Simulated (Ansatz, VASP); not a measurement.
## Two plane-wave programs on Al

```
CELL_PARAMETERS angstrom
0.00000 1.94932 2.04678
1.94932 0.00000 2.04678
1.94932 1.94932 0.00000
ATOMIC_POSITIONS crystal
Al 0.00000 0.00000 0.00000
```

Alike in both runs: task single point; functional PBEsol; dispersion D3(BJ); k mesh 28 × 28 × 28; occupations gaussian, width 0.15 eV; no spin polarisation.

```csv
,VASP,Ansatz
version,VASP 6.6.1,Ansatz 0.2.0
potentials or method,"VASP PAW PBE potentials, release 64 (Al), cutoff 520 eV","scalar-relativistic, plane waves, PAW"
valence electrons in the cell,3,3
```

|  | VASP | Ansatz | Ansatz less VASP |
| --- | --- | --- | --- |
| gap on the k mesh at the Fermi level (eV) | none | none | - |
| pressure (GPa) | 0.3 | 0.2 | -0.08 |
| traceless stress, the component that is largest in VASP (GPa) | -2.11 | -2.09 | +0.018 |

VASP's potentials were made for PBE, not for PBEsol. A gap of «none» marks a metal or a gap that the smearing closes.
